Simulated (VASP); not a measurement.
A run of VASP 6.6.1:

The input INCAR:

```
ALGO     = Fast           # electronic algorithm
EDIFF    = 1E-6           # SCF threshold, eV
ENCUT    = 520            # plane-wave cutoff, eV
GGA      = PS             # functional
ISIF     = 2              # what is computed and relaxed
ISMEAR   = 0              # smearing method
LASPH    = T              # aspherical terms in the spheres
LCHARG   = T              # write CHGCAR
LELF     = T              # ELF
LREAL    = F              # projectors in reciprocal space
LVHAR    = T            
LWAVE    = F              # write WAVECAR
NBANDS   = 16             # bands
NELM     = 60             # most SCF steps
PREC     = Accurate       # precision mode
SIGMA    = 0.1            # smearing width, eV
```

KPOINTS

```
k-points
0
Gamma
  10 10 10
```

The input POSCAR:

```
K
1.0
    5.3930800000      0.0000000000      0.0000000000
    0.0000000000      5.3930800000      0.0000000000
    0.0000000000      0.0000000000      5.1417520000
K
2
Direct
    0.0000000000      0.0000000000      0.0000000000
    0.5000000000      0.5000000000      0.5000000000
```

Potentials or basis: VASP PAW PBE potentials, release 64 (K_sv).

Launch:

```sh
$ cat potpaw_PBE.64/K_sv/POTCAR > POTCAR
$ mpirun -np 1 vasp_std > vasp.out
```

Hardware: 1 thread of Oxide Virtual Turin-like Processor, on a shared host.

Q: Estimate the wall time of this run.

A: It took 3.2 min on 1 thread of Oxide Virtual Turin-like Processor (shared host), peak memory 0.37 GiB. Counts: scf iterations 13, k points 126.
